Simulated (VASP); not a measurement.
# MgO: single point with PBE

The system is MgO.

```
Mg O
1.0
     0.00000    2.13515    2.13515
     2.21522    0.00000    2.13515
     2.21522    2.13515    0.00000
Mg O
1 1
Direct
  0.00000 0.00000 0.00000
  0.50000 0.50000 0.50000
```

This cell differs from its parent crystal: strain +0.0375 x Voigt [1, 0, 0, 0, 0, 0].

```yaml
Program: VASP 6.6.1
Task: single point
Functional: PBE
Potentials_or_basis: VASP PAW PBE potentials, release 64 (Mg, O)
Cutoff: 520 eV
k_mesh: 10 × 10 × 10
Occupations: gaussian, width 0.05 eV
Spin: no spin polarisation
Dipole_correction: no
Further_INCAR_settings: ALGO = Normal; EDIFF = 1e-06; NBANDS = 11
```

```json
{"Pressure": "-6.9 GPa", "Band gap on the k mesh": "3.95 eV, direct"}
```

Stress tensor (GPa, compression positive):
```
-9.89  0.00  0.00
 0.00 -5.46  0.00
 0.00  0.00 -5.46
```

Levels at points of the mesh, in eV from the valence-band top:
| k point | band 2 | band 3 | band 4 | band 5 | band 6 | band 7 |
| --- | --- | --- | --- | --- | --- | --- |
| (0.00, 0.00, 0.00) | -0.08 | -0.08 | 0.00 | 3.95 | 15.07 | 15.44 |
| (0.50, 0.00, 0.00) | -4.34 | -0.66 | -0.59 | 7.35 | 11.67 | 15.12 |
| (0.50, 0.50, 0.00) | -3.79 | -1.46 | -1.22 | 8.86 | 9.09 | 12.40 |
| (0.00, 0.50, 0.50) | -3.89 | -1.20 | -1.20 | 9.13 | 9.21 | 11.92 |

Run time: 11 s on 1 thread of Intel(R) Xeon(R) Platinum 8375C CPU @ 2.90GHz (Ice Lake) (shared host), peak memory 0.15 GiB.

Caveat: the cell differs from its parent crystal (strain +0.0375 x Voigt [1, 0, 0, 0, 0, 0]).
